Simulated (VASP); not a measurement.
# Ta (P6/mmm) in VASP: relaxation of cell and atoms with PBEsol

Aim: the relaxation of cell and atoms of Ta with PBEsol.

Program: VASP 6.6.1. These are calculated values, not measurements. Logs are shortened: lines on timing, memory, paths and dates and some standing lists are left out, and cuts for length are marked.

## (1) The cell of the first run

It takes space group P6/mmm (No. 191, hexagonal). The conventional cell has a = 4.674 Å, b = 4.674 Å, c = 2.865 Å, α = 90.00°, β = 90.00°, γ = 120.00°. Ta (site symmetry 6/mmm) has 14 Ta at 2.86 to 3.05 Å within 3.8 Å. Within 3.6 Å of Ta (site symmetry -6m2) lie 11 Ta at 2.70 to 3.05 Å.

This isn't the form of Ta at room conditions, which is bcc.

## (2) Relaxation of cell and atoms, PBEsol

INCAR reads:

```
ALGO = Normal
EDIFF = 1E-6
EDIFFG = -0.01
ENCUT = 600
GGA = PS
IBRION = 2
ISIF = 3
ISMEAR = -1
LASPH = T
LCHARG = F
LREAL = F
LWAVE = F
NELM = 60
NSW = 80
PREC = Accurate
SIGMA = 0.1
```

KPOINTS reads:

```
k-points
0
Gamma
  8 8 11
```

POSCAR reads:

```
Ta
1.0
    4.6735112553      0.0000000000      0.0000000000
   -2.3367556276      4.0473794720      0.0000000000
    0.0000000000      0.0000000000      2.8648623995
Ta
3
Direct
    0.0000000000      0.0000000000      0.0000000000
    0.3333333333      0.6666666667      0.5000000000
    0.6666666667      0.3333333333      0.5000000000
```

Potentials or basis: VASP PAW PBE potentials, release 64 (Ta_pv).

Run with:

```console
$ cat potpaw_PBE.64/Ta_pv/POTCAR > POTCAR
$ mpirun -np 1 vasp_std > vasp.out
```

OUTCAR:

```text
EDIFF = 1E-6
   EDIFFG = -0.01
   ENCUT = 600
   GGA = PS
   IBRION = 2
   ISIF = 3
   ISMEAR = -1
   LASPH = T
   LREAL = F
   NELM = 60
   NSW = 80
   PREC = Accurate

 ion  position               nearest neighbor table
   1  0.000  0.000  0.000-   2 3.05   3 3.05   2 3.05   3 3.05   3 3.05   3 3.05   2 3.05   2 3.05
                             3 3.05   3 3.05   2 3.05   2 3.05
   2  0.333  0.667  0.500-   3 2.70   3 2.70   3 2.70   1 3.05   1 3.05   1 3.05   1 3.05   1 3.05
                             1 3.05
   3  0.667  0.333  0.500-   2 2.70   2 2.70   2 2.70   1 3.05   1 3.05   1 3.05   1 3.05   1 3.05
                             1 3.05

  LATTYP: Found a hexagonal cell.
 ALAT       =     4.6735112553
 C/A-ratio  =     0.6130000000

  Lattice vectors:

 A1 = (   4.6735112553,   0.0000000000,   0.0000000000)
 A2 = (  -2.3367556276,   4.0473794720,   0.0000000000)
 A3 = (   0.0000000000,   0.0000000000,   2.8648623995)

Analysis of symmetry for initial positions (statically):
=====================================================================
 Subroutine PRICEL returns:
 Original cell was already a primitive cell.

 Routine SETGRP: Setting up the symmetry group for a
 hexagonal supercell.

 Subroutine GETGRP returns: Found 24 space group operations
 (whereof 24 operations were pure point group operations)
 out of a pool of 24 trial point group operations.

The static configuration has the point symmetry D_6h.

Analysis of symmetry for dynamics (positions and initial velocities):
=====================================================================
 Subroutine PRICEL returns:
 Original cell was already a primitive cell.

 Routine SETGRP: Setting up the symmetry group for a
 hexagonal supercell.

 Subroutine GETGRP returns: Found 24 space group operations
 (whereof 24 operations were pure point group operations)
 out of a pool of 24 trial point group operations.

The dynamic configuration has the point symmetry D_6h.

 Subroutine INISYM returns: Found 24 space group operations
 (whereof 24 operations are pure point group operations),
 and found     1 'primitive' translations

----------------------------------------------------------------------------------------

                                     Primitive cell

  volume of cell :      54.1902

  direct lattice vectors                    reciprocal lattice vectors
     4.673511255  0.000000000  0.000000000     0.213971882  0.123536724  0.000000000
    -2.336755628  4.047379472  0.000000000     0.000000000  0.247073448  0.000000000
[... 93 lines left out ...]
   ISIF   =      3    stress and relaxation
   ISYM   =      2    0-nonsym 1-usesym 2-fastsym
   POTIM  = 0.5000    time-step for ionic-motion
   TEBEG  =    0.0;   TEEND  =   0.0 temperature during run
   PSTRESS=    0.0 pullay stress
   NELECT =      33.0000    total number of electrons
   NUPDOWN=      -1.0000    fix difference up-down
   EMIN   =  10.00;   EMAX   =-10.00  energy-range for DOS
   EFERMI =   0.00;   METHOD = LEGACY
   ISMEAR =    -1;   SIGMA  =   0.10  broadening in eV -4-tet -1-fermi 0-gaus
   EFERMI_NEDOS =   21; number of points for ismear=-14 and -15
   IALGO  =     38    algorithm
   IMIX   =      4    mixing-type and parameters
     AMIX     =   0.40;   BMIX     =  1.00
     AMIX_MAG =   1.60;   BMIX_MAG =  1.00
  volume/ion in A,a.u.               =      18.06       121.90
  Fermi-wavevector in a.u.,A,eV,Ry     =   1.387626  2.622233 26.198105  1.925506
  Thomas-Fermi vector in A             =   2.511829
   LORBIT       =      0    0 simple, 1 ext, 2 COOP (PROOUT), +10 PAW based schemes
   GGA     = PS    functional components
   LHFCALC =     F    Hartree Fock is set to
   AEXX    =    0.0000 exact exchange contribution
   IVDW    =     0    specifies the selected vdW correction
   LEPSILON=     F    determine dielectric tensor
   LRPA    =     F    only Hartree local field effects (RPA)
 conjugate gradient relaxation of ions
 non-spin polarized calculation
  energy-cutoff  :      600.00
  volume of cell :       54.19
 maximum number of plane-waves:      1834
 NGX is ok and might be reduce to    40
   NGX = 19   NGY = 19   NGZ = 11

--------------------------------------- Ionic step        1  -------------------------------------------

 number of electron      32.9999998 magnetization

 Free energy of the ion-electron system (eV)
  ---------------------------------------------------
  ext. energy  EPLUGINS =         0.00000000
  ---------------------------------------------------
  free energy    TOTEN  =       -36.72862908 eV

  energy without entropy =      -36.62036334  energy(sigma->0) =      -36.67449621

------------------------ aborting loop because EDIFF is reached ----------------------------------------

  FORCE on cell =-STRESS in cart. coord.  units (eV):
  Direction    XX          YY          ZZ          XY          YZ          ZX
  --------------------------------------------------------------------------------------
  -------------------------------------------------------------------------------------
  Total        2.6682800      2.6682800     -5.5363690      0.0000000      0.0000000      0.0000000
  in kB       78.8898268     78.8898268   -163.6871636      0.0000000      0.0000000      0.0000000
  external PRESSURE =      -1.9691700 kB  Pullay stress =       0.0000000 kB
[... 246 lines left out ...]
--------------------------------------- Ionic step        8  -------------------------------------------

 number of electron      33.0000000 magnetization

 Free energy of the ion-electron system (eV)
  ---------------------------------------------------
  ext. energy  EPLUGINS =         0.00000000
  ---------------------------------------------------
  free energy    TOTEN  =       -36.99254252 eV

  energy without entropy =      -36.88933795  energy(sigma->0) =      -36.94094023

 E-fermi :   5.6185     XC(G=0): -12.7133

 val. band max:        5.6065602986   @ k =   0.2500   0.1250   0.2727
 cond. band min:       5.6200703217   @ k =   0.1250   0.1250   0.4545
 fundamental gap:      0.0135100231
 Fermi energy:         5.6184629417

 k-point     1 :       0.0000    0.0000    0.0000
  band No.  band energies     occupation
      1     -28.6782      2.00000
      2     -28.6782      2.00000
      3     -28.4443      2.00000
      4     -28.4443      2.00000
      5     -27.7864      2.00000
      6     -27.7864      2.00000
[... 541 lines left out ...]
     19       6.9755      0.00000
     20       7.6098      0.00000

 [... further k-points ...]
[... 5 lines left out ...]
  --------------------------------------------------------------------------------------
  -------------------------------------------------------------------------------------
  Total        0.0121957      0.0121957      0.0049878      0.0000000      0.0000000      0.0000000
  in kB        0.3614930      0.3614930      0.1478426      0.0000000      0.0000000      0.0000000
  external PRESSURE =       0.2902762 kB  Pullay stress =       0.0000000 kB
[... 18 lines left out ...]
  FREE ENERGIE OF THE ION-ELECTRON SYSTEM (eV)
  ---------------------------------------------------
  free  energy   TOTEN  =       -36.9925425227 eV

  energy  without entropy=      -36.8893379469  energy(sigma->0) =      -36.94094023

 reached required accuracy - stopping structural energy minimisation
```

Run time: 5 min. Hardware: 1 thread of AMD EPYC 7R13 (Zen 3), shared host; peak memory 0.21 GiB.

What came out:

| Property | Result |
| --- | --- |
| Free energy | -36.9925 eV |
| Relaxed volume | 18.02 Å³/atom |
| Relaxed cell | a = 4.808 Å, b = 4.808 Å, c = 2.700 Å, α = 90.00°, β = 90.00°, γ = 120.00° |
| Space group after relaxing (to 0.1 Å) | P6/mmm (No. 191) |
| Energy gained by relaxing | 88.0 meV/atom |
| Ionic steps | 8 |
| Pressure after relaxing | 0.0 GPa |
| Band gap on the k mesh | zero (an odd number of electrons rules out a gap without spin polarisation) |

The path:
```csv
step,energy change (eV),largest force (eV/Å),pressure (GPa),volume (Å³)
1,0.0000,0.0000,-0.20,54.19
2,-0.1656,0.0000,2.48,53.69
3,-0.2638,0.0000,0.43,53.94
4,-0.2637,0.0000,0.39,53.95
5,-0.2633,0.0000,-0.78,54.27
6,-0.2638,0.0000,-0.02,54.06
7,-0.2639,0.0000,0.02,54.05
8,-0.2639,0.0000,0.03,54.05
```

Final structure:
```cif
data_structure
_symmetry_space_group_name_H-M 'P 1'
_symmetry_Int_Tables_number 1
_cell_length_a 4.8078
_cell_length_b 4.8078
_cell_length_c 2.7001
_cell_angle_alpha 90.000
_cell_angle_beta 90.000
_cell_angle_gamma 120.000
_cell_volume 54.05
loop_
_atom_site_label
_atom_site_type_symbol
_atom_site_fract_x
_atom_site_fract_y
_atom_site_fract_z
_atom_site_occupancy
Ta1 Ta 0.00000 0.00000 0.00000 1
Ta2 Ta 0.33333 0.66667 0.50000 1
Ta3 Ta 0.66667 0.33333 0.50000 1
```

Caveat: the PAW data sets were made with another functional, which shifts forces and pressure a little; spin-orbit coupling is left out, which moves the levels of the heavy elements.
